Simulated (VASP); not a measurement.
# TiB2 in VASP: further runs, part 2 of 2

VASP 6.6.1. The steps go on from the part before.

### Step 4. Electric field gradients, PBE (shortest bond scaled by 1.05)

Contents of INCAR:

```
PREC = Accurate ; ENCUT = 520
EDIFF = 1E-8 ; ISMEAR = -1
SIGMA = 0.05 ; LREAL = False
LASPH = True ; NELM = 60
ALGO = Normal ; ISIF = 2
LWAVE = False ; LCHARG = False
GGA = PE ; LEFG = True
NBANDS = 16
```

Contents of KPOINTS:

```
regular mesh
0
Gamma
  10 10 9
```

Contents of POSCAR:

```
TiB2
1.0
    3.0259273119      0.0000000000      0.0000000000
   -1.5129636559      2.6205299221      0.0000000000
    0.0000000000      0.0000000000      3.2287677100
Ti B
1 2
Direct
    0.0000000000      0.0000000000      0.0000000000
    0.3500000000      0.6750000000      0.5000000000
    0.6500000000      0.3250000000      0.5000000000
```

Potentials or basis: VASP PAW PBE potentials, release 64 (Ti_sv, B).

Command:

```
> cat potpaw_PBE.64/Ti_sv/POTCAR potpaw_PBE.64/B/POTCAR > POTCAR
> mpirun -np 1 vasp_std > vasp.out
```

OUTCAR:

```text
PREC = Accurate
   ENCUT = 520
   EDIFF = 1E-8
   ISMEAR = -1
   LREAL = False
   LASPH = True
   NELM = 60
   ISIF = 2
   GGA = PE

 ion  position               nearest neighbor table
   1  0.000  0.000  0.000-   3 2.35   3 2.35   2 2.35   2 2.35   2 2.40   3 2.40   2 2.40   3 2.40
                             3 2.40   3 2.40   2 2.40   2 2.40
   2  0.350  0.675  0.500-   3 1.71   3 1.71   3 1.83   1 2.35   1 2.35   1 2.40   1 2.40   1 2.40
                             1 2.40
   3  0.650  0.325  0.500-   2 1.71   2 1.71   2 1.83   1 2.35   1 2.35   1 2.40   1 2.40   1 2.40
                             1 2.40

  LATTYP: Found a hexagonal cell.
 ALAT       =     3.0259273119
 C/A-ratio  =     1.0670341278
[... 682 lines left out ...]
 ion       V_xx      V_yy      V_zz      V_xy      V_xz      V_yz
---------------------------------------------------------------------
   1      -9.694    -7.675    17.369    -1.751     0.000     0.000
   2      -0.770    -3.853     4.622     2.670     0.000     0.000
   3      -0.770    -3.853     4.622     2.670    -0.000    -0.000
---------------------------------------------------------------------

 Electric field gradients after diagonalization (V/A^2)
 (convention: |V_zz| > |V_xx| > |V_yy|)
----------------------------------------------------------------------
 ion       V_xx      V_yy      V_zz     asymmetry (V_yy - V_xx)/ V_zz
----------------------------------------------------------------------
   1     -10.706    -6.663    17.369       0.233
   2       4.622     0.772    -5.394       0.714
   3       4.622     0.772    -5.394       0.714
----------------------------------------------------------------------

           NMR quadrupolar parameters

 Cq : quadrupolar parameter    Cq=e*Q*V_zz/h
 eta: asymmetry parameters     (V_yy - V_xx)/ V_zz
 Q  : nuclear electric quadrupole moment in mb (millibarn)
----------------------------------------------------------------------
 ion       Cq(MHz)       eta       Q (mb)
----------------------------------------------------------------------
   1       0.042       0.233       1.000
   2      -0.013       0.714       1.000
   3      -0.013       0.714       1.000
----------------------------------------------------------------------
```

OSZICAR:

```text
N       E                     dE             d eps       ncg     rms          rms(c)
DAV:   1     0.122488383740E+03    0.12249E+03   -0.90261E+03  4960   0.129E+03
DAV:   2    -0.224075171253E+02   -0.14490E+03   -0.14002E+03  5432   0.346E+02
DAV:   3    -0.294194710208E+02   -0.70120E+01   -0.69529E+01  7232   0.736E+01
DAV:   4    -0.295840782771E+02   -0.16461E+00   -0.16456E+00  6016   0.101E+01
DAV:   5    -0.295883311514E+02   -0.42529E-02   -0.42527E-02  7120   0.132E+00    0.167E+01
DAV:   6    -0.243912215004E+02    0.51971E+01   -0.21169E+01  7168   0.487E+01    0.386E+00
DAV:   7    -0.243712360139E+02    0.19985E-01   -0.10926E+00  5376   0.120E+01    0.338E+00
DAV:   8    -0.243736288307E+02   -0.23928E-02   -0.90321E-02  8304   0.252E+00    0.821E-01
DAV:   9    -0.243718694604E+02    0.17594E-02   -0.40704E-02  6288   0.254E+00    0.287E-01
DAV:  10    -0.243711840875E+02    0.68537E-03   -0.28393E-03  6416   0.641E-01    0.685E-02
DAV:  11    -0.243712217518E+02   -0.37664E-04   -0.73455E-04  7000   0.307E-01    0.622E-02
DAV:  12    -0.243711971438E+02    0.24608E-04   -0.13851E-04  5856   0.151E-01    0.121E-02
DAV:  13    -0.243711961708E+02    0.97296E-06   -0.51393E-06  5936   0.207E-02    0.438E-03
DAV:  14    -0.243711963574E+02   -0.18663E-06   -0.69620E-07  6176   0.727E-03    0.766E-04
DAV:  15    -0.243711963751E+02   -0.17660E-07   -0.10058E-07  7272   0.217E-03    0.422E-04
DAV:  16    -0.243711963825E+02   -0.74494E-08   -0.38484E-09  3368   0.634E-04
   1 F= -.24371196E+02 E0= -.24369027E+02  d E =-.433838E-02
```

stdout:

```text
POSCAR found type information on POSCAR TiB
 POSCAR found :  2 types and       3 ions
 scaLAPACK will be used
 LDA part: xc-table for (Slater+PW92), standard interpolation
 POSCAR, INCAR and KPOINTS ok, starting setup
 FFT: planning ... GRIDC
 FFT: planning ... GRID_SOFT
 FFT: planning ... GRID
 WAVECAR not read
 entering main loop
ion   1

ion   2

ion   3
```

Wall time 92 s (1 thread of Intel Xeon 8259CL, shared host); peak memory 0.18 GiB.

What came out:

* Free energy: -24.3712 eV
* Pressure: 1.8 GPa
* Largest force: 1.235 eV/Å
* Band gap on the k mesh: zero (bands 9 and 10 overlap by 0.30 eV)
* Largest electric field gradient by atom: Ti +17.4; B -5.4 V/Å²

Forces on the atoms (eV/Å):
```
Ti   0.000  0.000  0.000
B   -1.069 -0.617  0.000
B    1.069  0.617  0.000
```

Stress tensor (GPa, compression positive):
```
 1.96 -1.13  0.00
-1.13  3.26  0.00
 0.00  0.00  0.21
```

Levels at points of the mesh, in eV from the Fermi level:
| k point | band 7 | band 8 | band 9 | band 10 | band 11 | band 12 |
| --- | --- | --- | --- | --- | --- | --- |
| (0.00, 0.00, 0.00) | -2.30 | -2.22 | -2.03 | 1.90 | 2.00 | 3.44 |
| (0.50, 0.00, 0.00) | -3.46 | -3.41 | -2.26 | 1.44 | 2.83 | 3.31 |
| (0.00, 0.50, 0.00) | -3.07 | -3.07 | -2.20 | 1.38 | 2.80 | 3.15 |

Electric field gradients, principal values (V/Å²):
```
atom   least   middle  greatest (by size)
1 Ti  -6.663  -10.706              17.369
 2 B   0.772    4.622              -5.394
 3 B   0.772    4.622              -5.394
```

Caveat: the cell differs from its parent crystal (shortest bond scaled by 1.05); without QUAD_EFG the Cq values of the log hold for a quadrupole moment of 1 mb, not for the nuclei; forces of over 1 eV/Å act on the atoms, so gaps and moduli don't describe the material at rest.

### Step 5. Electric field gradients, PBE (shortest bond scaled by 0.85)

Contents of INCAR:

```
ALGO     = Normal         # electronic algorithm
EDIFF    = 1E-8           # SCF threshold, eV
ENCUT    = 520            # plane-wave cutoff, eV
GGA      = PE             # functional
ISIF     = 2              # what is computed and relaxed
ISMEAR   = -1             # smearing method
LASPH    = True           # aspherical terms in the spheres
LCHARG   = False          # write CHGCAR
LEFG     = True         
LREAL    = False          # projectors in reciprocal space
LWAVE    = False          # write WAVECAR
NBANDS   = 16             # bands
NELM     = 100            # most SCF steps
PREC     = Accurate       # precision mode
SIGMA    = 0.05           # smearing width, eV
```

Contents of KPOINTS:

```
k-points
0
Gamma
  10 10 9
```

Contents of POSCAR:

```
TiB2
1.0
    3.0259273119      0.0000000000      0.0000000000
   -1.5129636559      2.6205299221      0.0000000000
    0.0000000000      0.0000000000      3.2287677100
Ti B
1 2
Direct
    0.0000000000      0.0000000000      0.0000000000
    0.2833333333      0.6416666667      0.5000000000
    0.7166666667      0.3583333333      0.5000000000
```

Potentials or basis: VASP PAW PBE potentials, release 64 (Ti_sv, B).

Command:

```
> cat potpaw_PBE.64/Ti_sv/POTCAR potpaw_PBE.64/B/POTCAR > POTCAR
> mpirun -np 1 vasp_std > vasp.out
```

OUTCAR:

```text
EDIFF = 1E-8
   ENCUT = 520
   GGA = PE
   ISIF = 2
   ISMEAR = -1
   LASPH = True
   LREAL = False
   NELM = 100
   PREC = Accurate

 ion  position               nearest neighbor table
   1  0.000  0.000  0.000-   2 2.33   3 2.33   2 2.33   3 2.33   2 2.33   2 2.33   3 2.33   3 2.33
                             3 2.48   3 2.48   2 2.48   2 2.48
   2  0.283  0.642  0.500-   3 1.48   3 1.89   3 1.89   1 2.33   1 2.33   1 2.33   1 2.33   1 2.48
                             1 2.48
   3  0.717  0.358  0.500-   2 1.48   2 1.89   2 1.89   1 2.33   1 2.33   1 2.33   1 2.33   1 2.48
                             1 2.48

  LATTYP: Found a hexagonal cell.
 ALAT       =     3.0259273119
 C/A-ratio  =     1.0670341278
[... 682 lines left out ...]
 ion       V_xx      V_yy      V_zz      V_xy      V_xz      V_yz
---------------------------------------------------------------------
   1      -5.184   -11.195    16.379     5.203     0.000     0.000
   2      -6.367     1.868     4.499    -7.131    -0.000     0.000
   3      -6.367     1.868     4.499    -7.131     0.000     0.000
---------------------------------------------------------------------

 Electric field gradients after diagonalization (V/A^2)
 (convention: |V_zz| > |V_xx| > |V_yy|)
----------------------------------------------------------------------
 ion       V_xx      V_yy      V_zz     asymmetry (V_yy - V_xx)/ V_zz
----------------------------------------------------------------------
   1     -14.198    -2.181    16.379       0.734
   2       5.985     4.499   -10.484       0.142
   3       5.985     4.499   -10.484       0.142
----------------------------------------------------------------------

           NMR quadrupolar parameters

 Cq : quadrupolar parameter    Cq=e*Q*V_zz/h
 eta: asymmetry parameters     (V_yy - V_xx)/ V_zz
 Q  : nuclear electric quadrupole moment in mb (millibarn)
----------------------------------------------------------------------
 ion       Cq(MHz)       eta       Q (mb)
----------------------------------------------------------------------
   1       0.040       0.734       1.000
   2      -0.025       0.142       1.000
   3      -0.025       0.142       1.000
----------------------------------------------------------------------
```

OSZICAR:

```text
N       E                     dE             d eps       ncg     rms          rms(c)
DAV:   1     0.123241252088E+03    0.12324E+03   -0.90397E+03  4968   0.129E+03
DAV:   2    -0.222275897280E+02   -0.14547E+03   -0.14056E+03  5464   0.346E+02
DAV:   3    -0.292578001496E+02   -0.70302E+01   -0.69842E+01  7400   0.738E+01
DAV:   4    -0.294079444410E+02   -0.15014E+00   -0.15009E+00  5736   0.980E+00
DAV:   5    -0.294130400457E+02   -0.50956E-02   -0.50953E-02  7376   0.140E+00    0.171E+01
DAV:   6    -0.237690249533E+02    0.56440E+01   -0.23802E+01  7224   0.507E+01    0.421E+00
DAV:   7    -0.237106582349E+02    0.58367E-01   -0.14253E+00  5504   0.136E+01    0.360E+00
DAV:   8    -0.237058120485E+02    0.48462E-02   -0.93183E-02  7960   0.262E+00    0.109E+00
DAV:   9    -0.237064526999E+02   -0.64065E-03   -0.38247E-02  6224   0.245E+00    0.344E-01
DAV:  10    -0.237059677621E+02    0.48494E-03   -0.43580E-03  7360   0.746E-01    0.760E-02
DAV:  11    -0.237059935880E+02   -0.25826E-04   -0.33955E-04  5608   0.176E-01    0.272E-02
DAV:  12    -0.237059852511E+02    0.83369E-05   -0.29924E-05  6152   0.512E-02    0.113E-02
DAV:  13    -0.237059848740E+02    0.37710E-06   -0.28534E-06  5568   0.187E-02    0.132E-03
DAV:  14    -0.237059848217E+02    0.52253E-07   -0.14695E-07  6104   0.450E-03    0.134E-03
DAV:  15    -0.237059848441E+02   -0.22410E-07   -0.27855E-08  5640   0.164E-03    0.359E-04
DAV:  16    -0.237059848587E+02   -0.14554E-07   -0.58055E-09  2960   0.672E-04    0.117E-04
DAV:  17    -0.237059848600E+02   -0.13456E-08   -0.13845E-09  2664   0.303E-04
   1 F= -.23705985E+02 E0= -.23704476E+02  d E =-.301795E-02
```

stdout:

```text
POSCAR found type information on POSCAR TiB
 POSCAR found :  2 types and       3 ions
 scaLAPACK will be used
 LDA part: xc-table for (Slater+PW92), standard interpolation
 POSCAR, INCAR and KPOINTS ok, starting setup
 FFT: planning ... GRIDC
 FFT: planning ... GRID_SOFT
 FFT: planning ... GRID
 WAVECAR not read
 entering main loop
ion   1

ion   2

ion   3
```

Wall time 92 s (1 thread of Intel Xeon 8259CL, shared host); peak memory 0.19 GiB.

Results:

- Free energy: -23.7060 eV
- Pressure: 10.4 GPa
- Largest force: 6.406 eV/Å
- Band gap on the k mesh: zero (bands 9 and 10 overlap by 0.44 eV)
- Largest electric field gradient by atom: Ti +16.4; B -10.5 V/Å²

Forces in eV/Å, atoms in the order of the input:
```
Ti   0.000  0.000  0.000
B    5.548  3.203  0.000
B   -5.548 -3.203  0.000
```

Stress tensor (GPa, compression positive):
```
23.20 13.00  0.00
13.00  8.20  0.00
 0.00  0.00 -0.22
```

Electric field gradients, principal values (V/Å²):
```
atom   least   middle  greatest (by size)
1 Ti  -2.181  -14.198              16.379
 2 B   4.499    5.985             -10.484
 3 B   4.499    5.985             -10.484
```

Caveat: the cell differs from its parent crystal (shortest bond scaled by 0.85); the stress differs along the axes, from -0 to 23 GPa; without QUAD_EFG the Cq values of the log hold for a quadrupole moment of 1 mb, not for the nuclei; forces of over 1 eV/Å act on the atoms, so gaps and moduli don't describe the material at rest.

### Step 6. The runs side by side

| cell | gap on the mesh (eV) | pressure (GPa) | largest force (eV/Å) |
| --- | --- | --- | --- |
| as given, atomic positions A | none | 1.0 | - |
| as given, atomic positions B | none | 5.1 | 2.50 |
| as given, atomic positions C | none | 1.8 | 1.23 |
| as given, atomic positions D | none | 10.4 | 6.41 |

Alike in all rows: task electric field gradients; level PBE; potentials or basis VASP PAW PBE potentials, release 64 (Ti_sv, B); no spin polarisation; k mesh 10 × 10 × 9; cutoff (eV) 520; smearing fermi-dirac 0.05 eV.

Caveats: forces of over 1 eV/Å act on the atoms, so gaps and moduli don't describe the material at rest (at least some runs); the stress differs along the axes, from 0 to 9 GPa (at least some runs); the stress differs along the axes, from -0 to 23 GPa (at least some runs).

Absolute energies hang on the potentials; compare differences alone.
